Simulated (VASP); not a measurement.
Write the native input for VASP 6.6.1 that does the following.

```yaml
Task: single point
Functional: PBE
Potentials_or_basis: VASP PAW PBE potentials, release 64 (Ag)
Cutoff: 520 eV
k_mesh: 19 × 19 × 10
Occupations: fermi-dirac, width 0.05 eV
Spin: no spin polarisation
Dipole_correction: no
Further_INCAR_settings: ALGO = Normal; EDIFF = 1e-06; NBANDS = 18
```

The structure of Ag lies in POSCAR:

```
Ag
1.0
    2.3437706692      0.0000000000      0.0000000000
   -1.1718853346      2.0297649402      0.0000000000
    0.0000000000      0.0000000000      3.8481811318
Ag
2
Direct
    0.3333333333      0.6666666667      0.2500000000
    0.6666666667      0.3333333333      0.7500000000
```

One way to write it, as run:

INCAR

```
ALGO = Normal
EDIFF = 1E-6
ENCUT = 520
GGA = PE
ISIF = 2
ISMEAR = -1
LASPH = T
LCHARG = F
LREAL = F
LWAVE = F
NBANDS = 18
NELM = 80
PREC = Accurate
SIGMA = 0.05
```

KPOINTS

```
k-points
0
Gamma
  19 19 10
```

Potentials or basis: VASP PAW PBE potentials, release 64 (Ag).

The run is started by

```bash
$ cat potpaw_PBE.64/Ag/POTCAR > POTCAR
$ mpirun -np 1 vasp_std > vasp.out
```

It gave:

* Pressure: 390.0 GPa
* Band gap on the k mesh: zero (band 11 reaches 27.63 eV, above the bottom of band 12 at 16.28 eV)

Run time: 32 s on 1 thread of Intel(R) Xeon(R) 6975P-C (Granite Rapids), on a shared host, peak memory 0.18 GiB.
